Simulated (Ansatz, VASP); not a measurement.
HfN in VASP and in Ansatz

```
CELL_PARAMETERS angstrom
0.00000 2.43972 2.43972
2.43972 0.00000 2.43972
2.43972 2.43972 0.00000
ATOMIC_POSITIONS crystal
Hf 0.00000 0.00000 0.00000
N 0.50000 0.50000 0.50000
```

Change from the starting cell: strain +0.080 along x and y, +0.080 along z, atoms carried along.

Alike in both runs: task single point; functional PBE; k mesh 18 × 18 × 18; occupations gaussian, width 0.15 eV; no spin polarisation.

|  | VASP | Ansatz |
| --- | --- | --- |
| version | VASP 6.6.1 | Ansatz 0.2.0 |
| potentials or method | VASP PAW PBE potentials, release 64 (Hf_pv, N), cutoff 520 eV | scalar-relativistic, plane waves, PAW |
| valence electrons in the cell | 15 | 31 |

VASP gave:

- gap on the k mesh at the Fermi level (eV): none
- pressure (GPa): -36.7

Q: Which values does Ansatz return?

A: gap on the k mesh at the Fermi level (eV): none; pressure (GPa): -35.2.

A gap of «none» marks a metal or a gap that the smearing closes. Both programs put the cell under strong tension, so it lies far from rest at this level. With one functional, cell and mesh, what is left measures potentials, basis and numerics. VASP's potentials hold 15 valence electrons a cell and Ansatz's 31, so a difference there can come from the potentials and not from the codes.

Spin-orbit coupling is off throughout. Noted on VASP's run: the cell as given lies far from equilibrium.
